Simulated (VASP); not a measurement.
## Si5C: single point with PBE

The system is Si5C.

```
CELL_PARAMETERS angstrom
2.75581 0.00000 0.00000
0.00000 2.75581 0.00000
0.00000 0.00000 11.69192
ATOMIC_POSITIONS crystal
Si 0.50000 0.50000 0.16667
Si 0.00000 0.00000 0.33333
Si 0.50000 0.50000 0.50000
Si 0.00000 0.00000 0.66667
Si 0.50000 0.50000 0.83333
C 0.00000 0.00000 0.00000
```

| Item | Value |
| --- | --- |
| Program | VASP 6.6.1 |
| Task | single point |
| Functional | PBE |
| Potentials or basis | VASP PAW PBE potentials, release 64 (Si, C) |
| Cutoff | 520 eV |
| k mesh | 6 × 6 × 2 |
| Occupations | gaussian, width 0.1 eV |
| Spin | no spin polarisation |
| Dipole correction | no |
| Further INCAR settings | ALGO = Normal; EDIFF = 1e-06; NBANDS = 21 |

```json
{"Pressure": "-8.8 GPa", "Largest force": "1.237 eV/Å", "Band gap on the k mesh": "zero (bands 12 and 13 overlap by 6.02 eV)"}
```

Forces on the atoms (eV/Å):
```
Si   0.000  0.000 -1.237
Si   0.000  0.000 -0.076
Si   0.000  0.000  0.000
Si   0.000  0.000  0.076
Si   0.000  0.000  1.237
C    0.000  0.000  0.000
```

Stress tensor (GPa, compression positive):
```
 -6.47   0.00   0.00
  0.00  -6.47   0.00
  0.00   0.00 -13.59
```

Levels at points of the mesh, in eV from the Fermi level:
| k point | band 9 | band 10 | band 11 | band 12 | band 13 | band 14 | band 15 | band 16 |
| --- | --- | --- | --- | --- | --- | --- | --- | --- |
| (0.00, 0.00, 0.00) | 1.40 | 1.77 | 1.77 | 3.51 | 3.51 | 4.30 | 4.30 | 4.78 |
| (0.50, 0.00, 0.00) | -4.74 | -4.50 | -0.84 | -0.33 | 0.10 | 0.15 | 2.74 | 4.30 |
| (0.50, 0.50, 0.00) | -3.46 | -3.43 | -3.29 | -2.77 | -1.18 | -1.18 | -0.56 | -0.55 |
| (0.00, 0.00, 0.50) | 1.77 | 1.77 | 3.45 | 3.45 | 3.90 | 4.49 | 4.49 | 4.67 |
| (0.50, 0.00, 0.50) | -3.48 | -2.71 | -2.69 | -2.24 | 1.91 | 2.44 | 2.52 | 2.74 |
| (0.50, 0.50, 0.50) | -3.28 | -2.53 | -2.53 | -2.51 | -2.51 | -2.51 | -1.33 | -0.37 |

Run time: 32 s on 1 thread of Intel(R) Xeon(R) Platinum 8375C CPU @ 2.90GHz (Ice Lake), with other jobs on the host, peak memory 0.18 GiB.

Caveat: the k points lie up to 0.38 Å⁻¹ apart, too coarse for converged energies and pressures of a metal; forces of over 1 eV/Å act on the atoms, so gaps and moduli don't describe the material at rest.
